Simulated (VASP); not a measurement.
A run of VASP 6.6.1:

File INCAR:

```
ALGO = Normal ; EDIFF = 1E-6
EDIFFG = -0.01 ; ENCUT = 600
GGA = PE ; IBRION = 2
ISIF = 3 ; ISMEAR = -1
LASPH = T ; LCHARG = F
LREAL = F ; LWAVE = F
NELM = 60 ; NSW = 80
PREC = Accurate ; SIGMA = 0.05
```

File KPOINTS:

```
k-points
0
Gamma
  15 15 15
```

The input POSCAR:

```
Br
1.0
    0.0000000000      2.3626195755      2.3626195755
    2.3626195755      0.0000000000      2.3626195755
    2.3626195755      2.3626195755      0.0000000000
Br
1
Direct
    0.0000000000      0.0000000000      0.0000000000
```

Potentials or basis: VASP PAW PBE potentials, release 64 (Br).

Command:

```bash
$ cat potpaw_PBE.64/Br/POTCAR > POTCAR
$ mpirun -np 1 vasp_std > vasp.out
```

Hardware: 1 thread of Intel Xeon 8259CL, with other jobs on the host.

**Question.** Estimate the wall time of this run.

**Answer.** It took 34 s on 1 thread of Intel Xeon 8259CL, with other jobs on the host, peak memory 0.17 GiB. Counts: scf iterations 9, k points 120, ion steps 1.
